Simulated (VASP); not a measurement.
A run of VASP 6.6.1 is set up as follows.

INCAR

```
SYSTEM = Ti3HN3
ALGO     = Normal         ! electronic algorithm
DIPOL    = 0.5 0.5 0.331
EDIFF    = 1E-7           ! SCF threshold, eV
ENCUT    = 520            ! plane-wave cutoff, eV
GGA      = PE             ! functional
IDIPOL   = 3            
ISIF     = 2              ! what is computed and relaxed
ISMEAR   = 0              ! smearing method
LASPH    = .TRUE.         ! aspherical terms in the spheres
LCHARG   = .FALSE.        ! write CHGCAR
LDIPOL   = .TRUE.       
LREAL    = .FALSE.        ! projectors in reciprocal space
LWAVE    = .FALSE.        ! write WAVECAR
NBANDS   = 35             ! bands
NELM     = 80             ! most SCF steps
PREC     = Accurate       ! precision mode
SIGMA    = 0.1            ! smearing width, eV
```

File KPOINTS:

```
k-points
0
G
  9 9 1
  0 0 0
```

Contents of POSCAR:

```
Ti3HN3
1.0
    3.0028555065      0.0000000000      0.0000000000
    0.0000000000      3.0028555065      0.0000000000
    0.0000000000      0.0000000000     19.7584945265
Ti N H
3 3 1
Direct
    0.5000000000      0.5000000000      0.2024445736
    0.0000000000      0.0000000000      0.3072496201
    0.5000000000      0.5000000000      0.4076776418
    0.0000000000      0.0000000000      0.2024445736
    0.5000000000      0.5000000000      0.3055678856
    0.0000000000      0.0000000000      0.4179718508
    0.0000000000      0.3750000000      0.4750066361
```

Potentials or basis: VASP PAW PBE potentials, release 64 (Ti_sv, N, H).

Run with:

```console
$ cat potpaw_PBE.64/Ti_sv/POTCAR potpaw_PBE.64/N/POTCAR potpaw_PBE.64/H/POTCAR > POTCAR
$ mpirun -np 1 vasp_std > vasp.out
```

Task: What does it give for the band gap on the k mesh?

Result: Zero (band 26 reaches 2.27 eV, above the bottom of band 27 at 0.46 eV).

Task: What does it give for the largest force?

Result: 1.500 eV/Å.

Forces on the atoms (eV/Å):
```
Ti   0.000  0.147  1.302
Ti   0.000  0.065  0.045
Ti   0.000  0.336  1.203
N    0.000 -0.151 -1.492
N    0.000  0.038 -0.280
N    0.000  0.067 -0.777
H    0.000 -0.502 -0.002
```
